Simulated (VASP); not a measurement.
# ZrC (P1) in VASP: further runs, part 2 of 2

VASP 6.6.1.

**3. Single point, PBE (atoms moved at random and the cell strained at random)**

INCAR reads:

```
SYSTEM = ZrC
PREC = Accurate ; ENCUT = 520
EDIFF = 1E-7 ; ISMEAR = 0
SIGMA = 0.1 ; LREAL = .FALSE.
LASPH = .TRUE. ; NELM = 80
ALGO = Normal ; ISIF = 2
LWAVE = .FALSE. ; LCHARG = .TRUE.
GGA = PE ; LELF = .TRUE.
LVHAR = .TRUE. ; NBANDS = 15
```

KPOINTS reads:

```
Automatic mesh
0
G
  14 14 14
  0 0 0
```

POSCAR reads:

```
ZrC
1.0
    0.0047239221      2.4006690087      2.3818908308
    2.3911036540      0.0120095731      2.3746051798
    2.3994939037      2.4017736074      0.0036193234
Zr C
1 1
Direct
    0.5128392782      0.4793146144      0.5001638151
   -0.0128392782      0.0206853856     -0.0001638151
```

Potentials or basis: VASP PAW PBE potentials, release 64 (Zr_sv, C).

Command:

```
$ cat potpaw_PBE.64/Zr_sv/POTCAR potpaw_PBE.64/C/POTCAR > POTCAR
$ mpirun -np 1 vasp_std > vasp.out
```

OUTCAR:

```text
SYSTEM = ZrC
   PREC = Accurate
   ENCUT = 520
   EDIFF = 1E-7
   ISMEAR = 0
   LREAL = .FALSE.
   LASPH = .TRUE.
   NELM = 80
   ISIF = 2
   GGA = PE

 ion  position               nearest neighbor table
   1  0.513  0.479  0.500-   2 2.30   2 2.34   2 2.34   2 2.42   2 2.46   2 2.49
   2  0.987  0.021  1.000-   1 2.30   1 2.34   1 2.34   1 2.42   1 2.46   1 2.49

  LATTYP: Found a triclinic cell.
 ALAT       =     3.3663951739
 B/A-ratio  =     1.0085004736
 C/A-ratio  =     1.0029930078
 COS(alpha) =     0.0009545312
 COS(beta)  =     0.4989238914
 COS(gamma) =     0.5032153995

  Lattice vectors:

 A1 = (  -0.0083902497,  -2.3897640343,   2.3709858564)
 A2 = (  -2.3994939037,  -2.4017736074,  -0.0036193234)
 A3 = (   2.3863797319,  -2.3886594356,  -0.0072856510)

Analysis of symmetry for initial positions (statically):
=====================================================================
 Subroutine PRICEL returns:
 Original cell was already a primitive cell.

 Routine SETGRP: Setting up the symmetry group for a
 triclinic supercell.

 Subroutine GETGRP returns: Found  1 space group operations
 (whereof  1 operations were pure point group operations)
 out of a pool of  2 trial point group operations.

The static configuration has the point symmetry C_1 .

Analysis of symmetry for dynamics (positions and initial velocities):
=====================================================================
 Subroutine PRICEL returns:
 Original cell was already a primitive cell.

 Routine SETGRP: Setting up the symmetry group for a
 triclinic supercell.

 Subroutine GETGRP returns: Found  1 space group operations
 (whereof  1 operations were pure point group operations)
 out of a pool of  2 trial point group operations.

The dynamic configuration has the point symmetry C_1 .

 Subroutine INISYM returns: Found  1 space group operations
 (whereof  1 operations are pure point group operations),
 and found     1 'primitive' translations

----------------------------------------------------------------------------------------

[... 124 lines left out ...]
 Gauss-broadening in eV      SIGMA  =   0.10
  energy-cutoff  :      520.00
  volume of cell :       27.24
 maximum number of plane-waves:       749
 NGX is ok and might be reduce to    28
   NGX = 13   NGY = 13   NGZ = 13

 number of electron      16.0000000 magnetization

 Free energy of the ion-electron system (eV)
  ---------------------------------------------------
  ext. energy  EPLUGINS =         0.00000000
  ---------------------------------------------------
  free energy    TOTEN  =       -19.39249551 eV

  energy without entropy =      -19.39109165  energy(sigma->0) =      -19.39179358

 E-fermi :   9.1482     XC(G=0): -11.8913

 val. band max:        9.1479826353   @ k =  -0.0000   0.0000   0.0714
 cond. band min:       9.1554527184   @ k =   0.3571  -0.0000   0.3571
 fundamental gap:      0.0074700831
 Fermi energy:         9.1481958858

 k-point     1 :       0.0000    0.0000    0.0000
  band No.  band energies     occupation
      1     -39.2241      2.00000
      2     -16.9694      2.00000
      3     -16.9658      2.00000
      4     -16.9606      2.00000
      5      -2.0513      2.00000
      6       9.3905      0.00061
      7       9.4647      0.00001
      8       9.6376      0.00000
      9      10.1478      0.00000
     10      10.5691      0.00000
     11      10.8741      0.00000
     12      11.9072      0.00000
     13      12.0814      0.00000
     14      15.8049      0.00000
[... 401 lines left out ...]
      2     -17.0764      2.00000
      3     -16.9965      2.00000
      4     -16.9821      2.00000
      5      -1.6719      2.00000
      6       7.8247      2.00000
      7       8.6239      2.00000
      8       8.7809      2.00000
      9      10.1874      0.00000
     10      11.0517      0.00000
     11      11.4943      0.00000
     12      12.7863      0.00000
     13      13.8893      0.00000
     14      16.8479      0.00000
     15      20.4566      0.00000

 [... further k-points ...]

------------------------ aborting loop because EDIFF is reached ----------------------------------------

  FORCE on cell =-STRESS in cart. coord.  units (eV):
  Direction    XX          YY          ZZ          XY          YZ          ZX
  --------------------------------------------------------------------------------------
  -------------------------------------------------------------------------------------
  Total       -1.2129519     -1.4583153     -1.1587336     -0.0484336     -0.0747862     -0.0188736
  in kB      -71.3390624    -85.7699674    -68.1502452     -2.8485942     -4.3985078     -1.1100421
  external PRESSURE =     -75.0864250 kB  Pullay stress =       0.0000000 kB

 VOLUME and BASIS-vectors are now :
 -----------------------------------------------------------------------------
  energy-cutoff  :      520.00
  volume of cell :       27.24
      direct lattice vectors                 reciprocal lattice vectors
     0.004723922  2.400669009  2.381890831    -0.209359850  0.208845038  0.209758223
     2.391103654  0.012009573  2.374605180     0.209684841 -0.209803841  0.211042016
     2.399493904  2.401773607  0.003619323     0.208215078  0.208659068 -0.210717025

 POSITION                                       TOTAL-FORCE (eV/Angst)
 -----------------------------------------------------------------------------------
      2.34865      2.43819      2.36152         0.500147     -0.299329      0.197810
      2.45323      4.77147      2.40405        -0.500147      0.299329     -0.197810
 -----------------------------------------------------------------------------------
    total drift:                                0.000017     -0.000034     -0.000006

  FREE ENERGIE OF THE ION-ELECTRON SYSTEM (eV)
  ---------------------------------------------------
  free  energy   TOTEN  =       -19.3924955102 eV

  energy  without entropy=      -19.3910916507  energy(sigma->0) =      -19.39179358
```

OSZICAR:

```text
N       E                     dE             d eps       ncg     rms          rms(c)
DAV:   1     0.990867363643E+02    0.99087E+02   -0.84750E+03 41320   0.106E+03
DAV:   2    -0.167071959310E+02   -0.11579E+03   -0.10842E+03 52545   0.285E+02
DAV:   3    -0.228454083429E+02   -0.61382E+01   -0.60997E+01 71791   0.548E+01
DAV:   4    -0.229581242270E+02   -0.11272E+00   -0.11266E+00 49231   0.553E+00
DAV:   5    -0.229594196169E+02   -0.12954E-02   -0.12954E-02 55231   0.507E-01    0.189E+01
DAV:   6    -0.195404782393E+02    0.34189E+01   -0.67403E+00 49917   0.227E+01    0.635E+00
DAV:   7    -0.194120983157E+02    0.12838E+00   -0.62898E-01 46674   0.605E+00    0.554E+00
DAV:   8    -0.194301703200E+02   -0.18072E-01   -0.35650E-01 51267   0.472E+00    0.474E+00
DAV:   9    -0.193928798965E+02    0.37290E-01   -0.70863E-02 46411   0.200E+00    0.628E-01
DAV:  10    -0.193924993509E+02    0.38055E-03   -0.39494E-03 55388   0.543E-01    0.317E-02
DAV:  11    -0.193924996820E+02   -0.33108E-06   -0.97878E-05 48668   0.900E-02    0.377E-02
DAV:  12    -0.193924960137E+02    0.36682E-05   -0.30879E-06 53136   0.162E-02    0.102E-02
DAV:  13    -0.193924955427E+02    0.47104E-06   -0.70286E-07 55398   0.544E-03    0.549E-04
DAV:  14    -0.193924955102E+02    0.32487E-07   -0.30724E-08 31196   0.152E-03
   1 F= -.19392496E+02 E0= -.19391794E+02  d E =-.140386E-02
```

stdout:

```text
POSCAR found type information on POSCAR ZrC
 POSCAR found :  2 types and       2 ions
 scaLAPACK will be used
 LDA part: xc-table for (Slater+PW92), standard interpolation
 POSCAR, INCAR and KPOINTS ok, starting setup
 FFT: planning ... GRIDC
 FFT: planning ... GRID_SOFT
 FFT: planning ... GRID
 WAVECAR not read
 entering main loop
```

Wall time 4.5 min (1 thread of Intel Xeon 6975P-C (Granite Rapids), shared host); peak memory 0.64 GiB.

Results:

```
Free energy            : -19.3925 eV
Pressure               : -7.5 GPa
Largest force          : 0.616 eV/Å
Band gap on the k mesh : zero (band 8 reaches 9.64 eV, above the bottom of band 9 at 8.95 eV)
```

Forces in eV/Å, atoms in the order of the input:
```
Zr   0.500 -0.299  0.198
C   -0.500  0.299 -0.198
```

Caveat: the cell differs from its parent crystal (atoms moved at random and the cell strained at random).
